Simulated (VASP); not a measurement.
# Tl (Fd-3m) in VASP: notebook

The runs below take Tl through single point, relaxation of cell and atoms, with PBEsol.

Program: VASP 6.6.1. These are calculated values, not measurements. Logs are shortened: lines on timing, memory, paths and dates and some standing lists are left out, and cuts for length are marked.

### 1 The cell of the first run

It takes space group Fd-3m (No. 227, cubic). The conventional cell has a = 6.323 Å, b = 6.323 Å, c = 6.323 Å, α = 90.00°, β = 90.00°, γ = 90.00°. Tl (site symmetry -43m) has 4 Tl at 2.74 Å within 3.6 Å.

This isn't the form of Tl at room conditions, which is hcp.

### 2 Single point, PBEsol

Input file INCAR:

```
SYSTEM = Tl
ALGO = Normal ; EDIFF = 1E-6
ENCUT = 520 ; GGA = PS
ISIF = 2 ; ISMEAR = -1
LASPH = .True. ; LCHARG = .False.
LREAL = .False. ; LWAVE = .False.
NBANDS = 20 ; NELM = 80
PREC = Accurate ; SIGMA = 0.05
```

Input file KPOINTS:

```
k-points
0
Gamma
  7 7 7
  0 0 0
```

Input file POSCAR:

```
Tl
1.0
    0.0000000000      3.1615685034      3.1615685034
    3.1615685034      0.0000000000      3.1615685034
    3.1615685034      3.1615685034      0.0000000000
Tl
2
Direct
    0.0000000000      0.0000000000      0.0000000000
    0.2500000000      0.2500000000      0.2500000000
```

Potentials or basis: VASP PAW PBE potentials, release 64 (Tl_d).

Run with:

```console
$ cat potpaw_PBE.64/Tl_d/POTCAR > POTCAR
$ mpirun -np 1 vasp_std > vasp.out
```

OUTCAR:

```text
SYSTEM = Tl
   EDIFF = 1E-6
   ENCUT = 520
   GGA = PS
   ISIF = 2
   ISMEAR = -1
   LASPH = .True.
   LREAL = .False.
   NELM = 80
   PREC = Accurate

 ion  position               nearest neighbor table
   1  0.000  0.000  0.000-   2 2.74   2 2.74   2 2.74   2 2.74
   2  0.250  0.250  0.250-   1 2.74   1 2.74   1 2.74   1 2.74

  LATTYP: Found a face centered cubic cell.
 ALAT       =     6.3231370068

  Lattice vectors:

 A1 = (   0.0000000000,   3.1615685034,   3.1615685034)
 A2 = (   3.1615685034,   0.0000000000,   3.1615685034)
 A3 = (   3.1615685034,   3.1615685034,   0.0000000000)

Analysis of symmetry for initial positions (statically):
=====================================================================
 Subroutine PRICEL returns:
 Original cell was already a primitive cell.

 Routine SETGRP: Setting up the symmetry group for a
 face centered cubic supercell.

 Subroutine GETGRP returns: Found 48 space group operations
 (whereof 24 operations were pure point group operations)
 out of a pool of 48 trial point group operations.

The static configuration has the point symmetry T_d .
 The point group associated with its full space group is O_h .

Analysis of symmetry for dynamics (positions and initial velocities):
=====================================================================
 Subroutine PRICEL returns:
 Original cell was already a primitive cell.

 Routine SETGRP: Setting up the symmetry group for a
 face centered cubic supercell.

 Subroutine GETGRP returns: Found 48 space group operations
 (whereof 24 operations were pure point group operations)
 out of a pool of 48 trial point group operations.

The dynamic configuration has the point symmetry T_d .
 The point group associated with its full space group is O_h .

 Subroutine INISYM returns: Found 48 space group operations
 (whereof 24 operations are pure point group operations),
 and found     1 'primitive' translations

----------------------------------------------------------------------------------------

                                     Primitive cell

  volume of cell :      63.2030

  direct lattice vectors                    reciprocal lattice vectors
     0.000000000  3.161568503  3.161568503    -0.158149349  0.158149349  0.158149349
     3.161568503  0.000000000  3.161568503     0.158149349 -0.158149349  0.158149349
     3.161568503  3.161568503  0.000000000     0.158149349  0.158149349 -0.158149349

  length of vectors
     4.471133056  4.471133056  4.471133056     0.273922707  0.273922707  0.273922707

  position of ions in fractional coordinates (direct lattice)
     0.000000000  0.000000000  0.000000000
     0.250000000  0.250000000  0.250000000

  ion indices of the primitive-cell ions
   primitive index   ion index
                 1           1
                 2           2

----------------------------------------------------------------------------------------

 KPOINTS: k-points

Automatic generation of k-mesh.
 Grid dimensions read from file:
 generate k-points for:    7    7    7

 Generating k-lattice:

  Cartesian coordinates                     Fractional coordinates (reciprocal lattice)
    -0.022592764  0.022592764  0.022592764     0.142857143  0.000000000  0.000000000
     0.022592764 -0.022592764  0.022592764     0.000000000  0.142857143  0.000000000
     0.022592764  0.022592764 -0.022592764     0.000000000  0.000000000  0.142857143

  Length of vectors
     0.039131815  0.039131815  0.039131815

  Shift w.r.t. Gamma in fractional coordinates (k-lattice)
     0.000000000  0.000000000  0.000000000

 Subroutine IBZKPT returns following result:
 ===========================================

 Found     20 irreducible k-points:

 Following reciprocal coordinates:
            Coordinates               Weight
  0.000000  0.000000  0.000000      1.000000
  0.142857  0.000000  0.000000      8.000000
  0.285714  0.000000  0.000000      8.000000
  0.428571  0.000000  0.000000      8.000000
  0.142857  0.142857  0.000000      6.000000
  0.285714  0.142857  0.000000     24.000000
[... 12 lines left out ...]
 -0.428571  0.428571  0.142857     24.000000
 -0.285714  0.428571  0.142857     24.000000
   k-points           NKPTS =     20   k-points in BZ     NKDIM =     20   number of bands    NBANDS=     20
   number of dos      NEDOS =    301   number of ions     NIONS =      2
   total plane-waves  NPLWV =  46656
   dimension x,y,z NGX =    36 NGY =   36 NGZ =   36
   dimension x,y,z NGXF=    72 NGYF=   72 NGZF=   72
   ions per type =               2
   NGX,Y,Z   is equivalent  to a cutoff of  13.39, 13.39, 13.39 a.u.
   NGXF,Y,Z  is equivalent  to a cutoff of  26.77, 26.77, 26.77 a.u.
 SYSTEM =  Tl
   PREC   = accura    normal or accurate (medium, high low for compatibility)
   ISTART =      0    job   : 0-new  1-cont  2-samecut
   ICHARG =      2    charge: 1-file 2-atom 10-const
   ISPIN  =      1    spin polarized calculation?
   LNONCOLLINEAR =      F non collinear calculations
   LSORBIT =      F    spin-orbit coupling
   LASPH  =      T    aspherical Exc in radial PAW
   ENCUT  =  520.0 eV  38.22 Ry    6.18 a.u.   8.31  8.31  8.31*2*pi/ulx,y,z
   NELM   =     80;   NELMIN=  2; NELMDL= -5     # of ELM steps
   EDIFF  = 0.1E-05   stopping-criterion for ELM
   LREAL  =      F    real-space projection
   EDIFFG = 0.1E-04   stopping-criterion for IOM
   NSW    =      0    number of steps for IOM
   IBRION =     -1    ionic relax: 0-MD 1-quasi-New 2-CG
   NFREE  =      0    steps in history (QN), initial steepest desc. (CG)
   ISIF   =      2    stress and relaxation
   ISYM   =      2    0-nonsym 1-usesym 2-fastsym
   POTIM  = 0.5000    time-step for ionic-motion
   TEBEG  =    0.0;   TEEND  =   0.0 temperature during run
   PSTRESS=    0.0 pullay stress
   NELECT =      26.0000    total number of electrons
   NUPDOWN=      -1.0000    fix difference up-down
   EMIN   =  10.00;   EMAX   =-10.00  energy-range for DOS
   EFERMI =   0.00;   METHOD = LEGACY
   ISMEAR =    -1;   SIGMA  =   0.05  broadening in eV -4-tet -1-fermi 0-gaus
   EFERMI_NEDOS =   21; number of points for ismear=-14 and -15
   IALGO  =     38    algorithm
   IMIX   =      4    mixing-type and parameters
     AMIX     =   0.40;   BMIX     =  1.00
     AMIX_MAG =   1.60;   BMIX_MAG =  1.00
  volume/ion in A,a.u.               =      31.60       213.26
  Fermi-wavevector in a.u.,A,eV,Ry     =   1.217550  2.300835 20.169646  1.482427
  Thomas-Fermi vector in A             =   2.352866
   LORBIT       =      0    0 simple, 1 ext, 2 COOP (PROOUT), +10 PAW based schemes
   GGA     = PS    functional components
   LHFCALC =     F    Hartree Fock is set to
   AEXX    =    0.0000 exact exchange contribution
   IVDW    =     0    specifies the selected vdW correction
   LEPSILON=     F    determine dielectric tensor
   LRPA    =     F    only Hartree local field effects (RPA)
 non-spin polarized calculation
  energy-cutoff  :      520.00
  volume of cell :       63.20
 maximum number of plane-waves:      1721
 NGX is ok and might be reduce to    36
   NGX = 17   NGY = 17   NGZ = 17

 number of electron      25.9999998 magnetization

 Free energy of the ion-electron system (eV)
  ---------------------------------------------------
  ext. energy  EPLUGINS =         0.00000000
  ---------------------------------------------------
  free energy    TOTEN  =        -3.96170257 eV

  energy without entropy =       -3.94933074  energy(sigma->0) =       -3.95551666

 E-fermi :   5.2037     XC(G=0):  -9.5944

 val. band max:        5.1951430748   @ k =   0.4286   0.2857   0.0000
 cond. band min:       5.3653774119   @ k =  -0.4286   0.2857   0.1429
 fundamental gap:      0.1702343371
 Fermi energy:         5.2036620824

 k-point     1 :       0.0000    0.0000    0.0000
  band No.  band energies     occupation
      1      -7.1957      2.00000
      2      -7.1957      2.00000
      3      -7.1957      2.00000
      4      -7.0711      2.00000
      5      -7.0711      2.00000
      6      -6.0038      2.00000
[... 12 lines left out ...]
     19      10.8479      0.00000
     20      14.5625      0.00000

 k-point     2 :       0.1429    0.0000    0.0000
  band No.  band energies     occupation
      1      -7.2512      2.00000
      2      -7.2512      2.00000
      3      -7.1945      2.00000
      4      -6.9878      2.00000
      5      -6.9878      2.00000
      6      -6.1183      2.00000
[... 12 lines left out ...]
     19      12.6516      0.00000
     20      14.1764      0.00000

 k-point     3 :       0.2857    0.0000    0.0000
  band No.  band energies     occupation
      1      -7.2916      2.00000
      2      -7.2916      2.00000
      3      -7.1926      2.00000
      4      -6.8985      2.00000
      5      -6.8985      2.00000
      6      -6.2884      2.00000
[... 12 lines left out ...]
     19      12.7571      0.00000
     20      14.6176      0.00000

 k-point     4 :       0.4286    0.0000    0.0000
  band No.  band energies     occupation
      1      -7.2951      2.00000
      2      -7.2951      2.00000
      3      -7.1911      2.00000
      4      -6.8740      2.00000
      5      -6.8740      2.00000
      6      -6.3934      2.00000
[... 12 lines left out ...]
     19      15.2648      0.00000
     20      15.8290      0.00000

 k-point     5 :       0.1429    0.1429    0.0000
  band No.  band energies     occupation
      1      -7.2831      2.00000
      2      -7.2221      2.00000
      3      -7.2221      2.00000
      4      -7.0064      2.00000
      5      -6.9057      2.00000
      6      -6.2772      2.00000
[... 12 lines left out ...]
     19      12.8734      0.00000
     20      12.9996      0.00000
[... 261 lines left out ...]
      6      -6.5753      2.00000
[... 12 lines left out ...]
     19      14.9386      0.00000
     20      15.5432      0.00000

 k-point    18 :      -0.4286    0.2857    0.1429
  band No.  band energies     occupation
      1      -7.4065      2.00000
      2      -7.3587      2.00000
      3      -7.0672      2.00000
      4      -6.7535      2.00000
      5      -6.6466      2.00000
      6      -6.5959      2.00000
[... 12 lines left out ...]
     19      14.9948      0.00000
     20      15.8715      0.00000

 k-point    19 :      -0.4286    0.4286    0.1429
  band No.  band energies     occupation
      1      -7.3852      2.00000
      2      -7.3815      2.00000
      3      -7.0672      2.00000
      4      -6.8687      2.00000
      5      -6.5899      2.00000
      6      -6.4267      2.00000
[... 12 lines left out ...]
     19      16.8936      0.00000
     20      17.3282      0.00000

 k-point    20 :      -0.2857    0.4286    0.1429
  band No.  band energies     occupation
      1      -7.4312      2.00000
      2      -7.3844      2.00000
      3      -6.9938      2.00000
      4      -6.7935      2.00000
      5      -6.5833      2.00000
      6      -6.4495      2.00000
[... 12 lines left out ...]
     19      16.4221      0.00000
     20      16.8021      0.00000

------------------------ aborting loop because EDIFF is reached ----------------------------------------

  FORCE on cell =-STRESS in cart. coord.  units (eV):
  Direction    XX          YY          ZZ          XY          YZ          ZX
  --------------------------------------------------------------------------------------
  -------------------------------------------------------------------------------------
  Total        3.9290391      3.9290391      3.9290391      0.0000000     -0.0000000      0.0000000
  in kB       99.5999559     99.5999559     99.5999559      0.0000000     -0.0000000      0.0000000
  external PRESSURE =      99.5999559 kB  Pullay stress =       0.0000000 kB

 VOLUME and BASIS-vectors are now :
 -----------------------------------------------------------------------------
  energy-cutoff  :      520.00
  volume of cell :       63.20
      direct lattice vectors                 reciprocal lattice vectors
     0.000000000  3.161568503  3.161568503    -0.158149349  0.158149349  0.158149349
     3.161568503  0.000000000  3.161568503     0.158149349 -0.158149349  0.158149349
     3.161568503  3.161568503  0.000000000     0.158149349  0.158149349 -0.158149349

 POSITION                                       TOTAL-FORCE (eV/Angst)
 -----------------------------------------------------------------------------------
      0.00000      0.00000      0.00000        -0.000000     -0.000000     -0.000000
      1.58078      1.58078      1.58078         0.000000      0.000000      0.000000
 -----------------------------------------------------------------------------------
    total drift:                                0.000000      0.000000      0.000000

  FREE ENERGIE OF THE ION-ELECTRON SYSTEM (eV)
  ---------------------------------------------------
  free  energy   TOTEN  =        -3.9617025733 eV

  energy  without entropy=       -3.9493307391  energy(sigma->0) =       -3.95551666
```

Wall time 40 s (1 thread of Intel Xeon 8259CL, shared host); peak memory 0.2 GiB.

Results:

| Item | Value |
| --- | --- |
| Free energy | -3.9617 eV |
| Pressure | 10.0 GPa |
| Band gap on the k mesh | zero (bands 13 and 14 overlap by 4.13 eV) |

Caveat: the cell stands under pressure; the PAW data sets were made with another functional, which shifts forces and pressure a little; spin-orbit coupling is left out, which moves the levels of the heavy elements.

### 3 Single point, PBEsol

This run uses another cell than the first one, of 40.68 Å³/atom.

Input file INCAR:

```
SYSTEM = Tl
PREC = Accurate
ENCUT = 520
EDIFF = 1E-6
ISMEAR = -1
SIGMA = 0.05
LREAL = .FALSE.
LASPH = .TRUE.
NELM = 80
ALGO = Normal
ISIF = 2
LWAVE = .FALSE.
LCHARG = .FALSE.
GGA = PS
NBANDS = 20
```

Input file KPOINTS:

```
regular mesh
0
G
  7 7 7
  0 0 0
```

Input file POSCAR:

```
Tl
1.0
    0.0000000000      3.4392620516      3.4392620516
    3.4392620516      0.0000000000      3.4392620516
    3.4392620516      3.4392620516      0.0000000000
Tl
2
Direct
    0.0000000000      0.0000000000      0.0000000000
    0.2500000000      0.2500000000      0.2500000000
```

Potentials or basis: VASP PAW PBE potentials, release 64 (Tl_d).

Run with:

```console
$ cat potpaw_PBE.64/Tl_d/POTCAR > POTCAR
$ mpirun -np 1 vasp_std > vasp.out
```

Run time: 37 s. Hardware: 1 thread of Intel Xeon 8259CL, shared host; peak memory 0.2 GiB.

Results (log left out):

| Quantity | Value |
| --- | --- |
| Free energy | -4.4004 eV |
| Pressure | 0.0 GPa |
| Band gap on the k mesh | zero (bands 13 and 14 overlap by 2.94 eV) |

Levels at points of the mesh, in eV from the Fermi level:
| k point | band 9 | band 10 | band 11 | band 12 | band 13 | band 14 | band 15 | band 16 | band 17 | band 18 |
| --- | --- | --- | --- | --- | --- | --- | --- | --- | --- | --- |
| (0.00, 0.00, 0.00) | -11.05 | -11.05 | -9.01 | -0.78 | 2.44 | 2.44 | 2.44 | 4.12 | 4.12 | 4.12 |

Caveat: the PAW data sets were made with another functional, which shifts forces and pressure a little; spin-orbit coupling is left out, which moves the levels of the heavy elements.

### 4 Relaxation of cell and atoms, PBEsol

This run uses another cell than the first one, of 37.09 Å³/atom.

Input file INCAR:

```
ALGO = Normal
EDIFF = 1E-7
EDIFFG = -0.02
ENCUT = 600
GGA = PS
IBRION = 2
ISIF = 3
ISMEAR = -1
LASPH = T
LCHARG = F
LREAL = F
LWAVE = F
NELM = 80
NSW = 80
PREC = Accurate
SIGMA = 0.05
```

Input file KPOINTS:

```
k-points
0
Gamma
  7 7 7
```

Input file POSCAR:

```
Tl
1.0
    0.0000000000      3.3350000000      3.3350000000
    3.3350000000      0.0000000000      3.3350000000
    3.3350000000      3.3350000000      0.0000000000
Tl
2
Direct
    0.0000000000      0.0000000000      0.0000000000
    0.2500000000      0.2500000000      0.2500000000
```

Potentials or basis: VASP PAW PBE potentials, release 64 (Tl_d).

Run with:

```console
$ cat potpaw_PBE.64/Tl_d/POTCAR > POTCAR
$ mpirun -np 1 vasp_std > vasp.out
```

OUTCAR:

```text
EDIFF = 1E-7
   EDIFFG = -0.02
   ENCUT = 600
   GGA = PS
   IBRION = 2
   ISIF = 3
   ISMEAR = -1
   LASPH = T
   LREAL = F
   NELM = 80
   NSW = 80
   PREC = Accurate

 ion  position               nearest neighbor table
   1  0.000  0.000  0.000-   2 2.89   2 2.89   2 2.89   2 2.89
   2  0.250  0.250  0.250-   1 2.89   1 2.89   1 2.89   1 2.89

  LATTYP: Found a face centered cubic cell.
 ALAT       =     6.6700000000

  Lattice vectors:

 A1 = (   0.0000000000,   3.3350000000,   3.3350000000)
 A2 = (   3.3350000000,   0.0000000000,   3.3350000000)
 A3 = (   3.3350000000,   3.3350000000,   0.0000000000)

Analysis of symmetry for initial positions (statically):
=====================================================================
 Subroutine PRICEL returns:
 Original cell was already a primitive cell.

 Routine SETGRP: Setting up the symmetry group for a
 face centered cubic supercell.

 Subroutine GETGRP returns: Found 48 space group operations
 (whereof 24 operations were pure point group operations)
 out of a pool of 48 trial point group operations.

The static configuration has the point symmetry T_d .
[... 146 lines left out ...]
 NGX is ok and might be reduce to    40
   NGX = 19   NGY = 19   NGZ = 19

--------------------------------------- Ionic step        1  -------------------------------------------

 number of electron      25.9999996 magnetization

 Free energy of the ion-electron system (eV)
  ---------------------------------------------------
  ext. energy  EPLUGINS =         0.00000000
  ---------------------------------------------------
  free energy    TOTEN  =        -4.34958298 eV

  energy without entropy =       -4.34147052  energy(sigma->0) =       -4.34552675

------------------------ aborting loop because EDIFF is reached ----------------------------------------

  FORCE on cell =-STRESS in cart. coord.  units (eV):
  Direction    XX          YY          ZZ          XY          YZ          ZX
  --------------------------------------------------------------------------------------
  -------------------------------------------------------------------------------------
  Total        1.1175677      1.1175677      1.1175677      0.0000000      0.0000000     -0.0000000
  in kB       24.1360899     24.1360899     24.1360899      0.0000000      0.0000000     -0.0000000
  external PRESSURE =      24.1360899 kB  Pullay stress =       0.0000000 kB
[... 59 lines left out ...]
--------------------------------------- Ionic step        3  -------------------------------------------

 number of electron      26.0000003 magnetization

 Free energy of the ion-electron system (eV)
  ---------------------------------------------------
  ext. energy  EPLUGINS =         0.00000000
  ---------------------------------------------------
  free energy    TOTEN  =        -4.39908547 eV

  energy without entropy =       -4.39178358  energy(sigma->0) =       -4.39543453

 E-fermi :   3.1753     XC(G=0):  -8.4463

 val. band max:        2.9774043514   @ k =   0.4286   0.1429   0.0000
 cond. band min:       3.2322703721   @ k =   0.4286   0.2857   0.0000
 fundamental gap:      0.2548660208
 Fermi energy:         3.1752909039

 k-point     1 :       0.0000    0.0000    0.0000
  band No.  band energies     occupation
      1      -8.6953      2.00000
      2      -8.6953      2.00000
      3      -8.6953      2.00000
      4      -8.6076      2.00000
      5      -8.6076      2.00000
      6      -7.9805      2.00000
[... 418 lines left out ...]
  FREE ENERGIE OF THE ION-ELECTRON SYSTEM (eV)
  ---------------------------------------------------
  free  energy   TOTEN  =        -4.3990854723 eV

  energy  without entropy=       -4.3917835778  energy(sigma->0) =       -4.39543453

 reached required accuracy - stopping structural energy minimisation
```

It took 2.2 min on 1 thread of Intel Xeon 8259CL, shared host; peak memory 0.25 GiB.

Results:

```yaml
Free_energy: -4.3991 eV
Relaxed_volume: 40.72 Å³/atom
Relaxed_cell: a = 4.865 Å, b = 4.865 Å, c = 4.865 Å, α = 60.00°, β = 60.00°, γ = 60.00°
Space_group_after_relaxing_to_0.1_Å: Fd-3m (No. 227)
Energy_gained_by_relaxing: 24.8 meV/atom
Ionic_steps: 3
Pressure_after_relaxing: 0.0 GPa
Band_gap_on_the_k_mesh: zero (bands 13 and 14 overlap by 2.94 eV)
```

Step by step:
```tsv
step	energy change (eV)	largest force (eV/Å)	pressure (GPa)	volume (Å³)
1	0.0000	0.0000	2.41	74.19
2	-0.0487	0.0000	0.27	80.35
3	-0.0495	0.0000	-0.01	81.44
```

Final structure:
```cif
data_structure
_symmetry_space_group_name_H-M 'P 1'
_symmetry_Int_Tables_number 1
_cell_length_a 4.8653
_cell_length_b 4.8653
_cell_length_c 4.8653
_cell_angle_alpha 60.000
_cell_angle_beta 60.000
_cell_angle_gamma 60.000
_cell_volume 81.44
loop_
_atom_site_label
_atom_site_type_symbol
_atom_site_fract_x
_atom_site_fract_y
_atom_site_fract_z
_atom_site_occupancy
Tl1 Tl 0.00000 0.00000 0.00000 1
Tl2 Tl 0.25000 0.25000 0.25000 1
```

Caveat: the PAW data sets were made with another functional, which shifts forces and pressure a little; spin-orbit coupling is left out, which moves the levels of the heavy elements.

(Part 1 of 2 ends here.)

The gap in the log of VASP goes by the Fermi energy; the results here count the filled bands.